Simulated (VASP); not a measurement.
Wanted: the native input for a VASP 6.6.1 run.

```yaml
Task: single point
Functional: r2SCAN
Potentials_or_basis: VASP PAW PBE potentials, release 64 (Sn_d)
Cutoff: 520 eV
k_mesh: 4 × 4 × 4
Occupations: fermi-dirac, width 0.1 eV
Spin: no spin polarisation
Dipole_correction: no
Further_INCAR_settings: ALGO = Normal; EDIFF = 1e-06; NBANDS = 21
```

Sn:

```xyz
2
Lattice="0.0000 3.2841 3.2841 3.2841 0.0000 3.2841 3.2841 3.2841 0.0000" Properties=species:S:1:pos:R:3 pbc="T T T"
Sn    3.2841    3.2841    3.2841
Sn    4.9261    4.9261    4.9261
```

The input as run:

POSCAR

```
Sn
1.0
    0.0000000000      3.2840539893      3.2840539893
    3.2840539893      0.0000000000      3.2840539893
    3.2840539893      3.2840539893      0.0000000000
Sn
2
Direct
    0.5000000000      0.5000000000      0.5000000000
    0.7500000000      0.7500000000      0.7500000000
```

INCAR.step1

```
PREC = Accurate ; ENCUT = 520
ISMEAR = -1 ; SIGMA = 0.1
LREAL = F ; LASPH = T
NELM = 80 ; NBANDS = 21
GGA = PE ; ALGO = Normal
EDIFF = 1E-4 ; LWAVE = T
LCHARG = F
```

INCAR.step2

```
PREC = Accurate ; ENCUT = 520
EDIFF = 1E-6 ; ISMEAR = -1
SIGMA = 0.1 ; LREAL = F
LASPH = T ; NELM = 80
ALGO = Normal ; ISIF = 2
LWAVE = F ; LCHARG = F
METAGGA = R2SCAN ; LMIXTAU = T
NBANDS = 21 ; ISTART = 1
```

KPOINTS

```
Automatic mesh
0
Gamma
  4 4 4
```

Potentials or basis: VASP PAW PBE potentials, release 64 (Sn_d).

Launch:

```console
$ cat potpaw_PBE.64/Sn_d/POTCAR > POTCAR
$ cp INCAR.step1 INCAR
$ mpirun -np 1 vasp_std > vasp.out
$ cp INCAR.step2 INCAR
$ mpirun -np 1 vasp_std > vasp.out
```

It gave:

```yaml
Pressure: 0.5 GPa
Band_gap_on_the_k_mesh: zero (filled and empty bands touch)
```

Caveat: the k points lie up to 0.41 Å⁻¹ apart; the PAW data sets were made with another functional, which shifts forces and pressure a little; spin-orbit coupling is left out, which moves the levels of the heavy elements.

Run time: 110 s on 1 thread of AMD EPYC 7R13, on a shared host, peak memory 0.18 GiB.
